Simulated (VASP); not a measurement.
Write the native input for VASP 6.6.1 that does the following.

* Task: single point
* Functional: RPBE
* Potentials or basis: VASP PAW PBE potentials, release 64 (P)
* Cutoff: 520 eV
* k mesh: 9 × 9 × 6
* Occupations: fermi-dirac, width 0.05 eV
* Spin: no spin polarisation
* Dipole correction: no
* Further INCAR settings: ALGO = Normal; EDIFF = 1e-06; NBANDS = 18

The structure of P lies in POSCAR:

```
P
1.0
    1.5947620673     -6.8970116164      0.0000000000
    1.5947620673      6.8970116164      0.0000000000
    0.0000000000      0.0000000000      4.5516876423
P
4
Direct
    0.0728398213      0.9271601787      0.9074116460
    0.5728398213      0.4271601787      0.5925883540
    0.9271601787      0.0728398213      0.0925883540
    0.4271601787      0.5728398213      0.4074116460
```

These files were run (other wordings do the same):

INCAR

```
ALGO = Normal
EDIFF = 1E-6
ENCUT = 520
GGA = RP
ISIF = 2
ISMEAR = -1
LASPH = True
LCHARG = True
LELF = True
LREAL = False
LVHAR = True
LWAVE = False
NBANDS = 18
NELM = 60
PREC = Accurate
SIGMA = 0.05
```

KPOINTS

```
k-points
0
Gamma
  9 9 6
```

Potentials or basis: VASP PAW PBE potentials, release 64 (P).

The run is started by

```console
$ cat potpaw_PBE.64/P/POTCAR > POTCAR
$ mpirun -np 1 vasp_std > vasp.out
```

It gave:

| Item | Value |
| --- | --- |
| Pressure | 7.7 GPa |
| Largest force | 1.118 eV/Å |
| Band gap on the k mesh | 0.76 eV (least direct gap 0.79 eV) |

Caveat: the cell stands under pressure; the PAW data sets were made with another functional, which shifts forces and pressure a little; an odd mesh through Γ misses points on the zone boundary, where band edges can lie.

Run time: 2.7 min on 1 thread of Intel(R) Xeon(R) 6975P-C (Granite Rapids), on a shared host, peak memory 0.36 GiB.
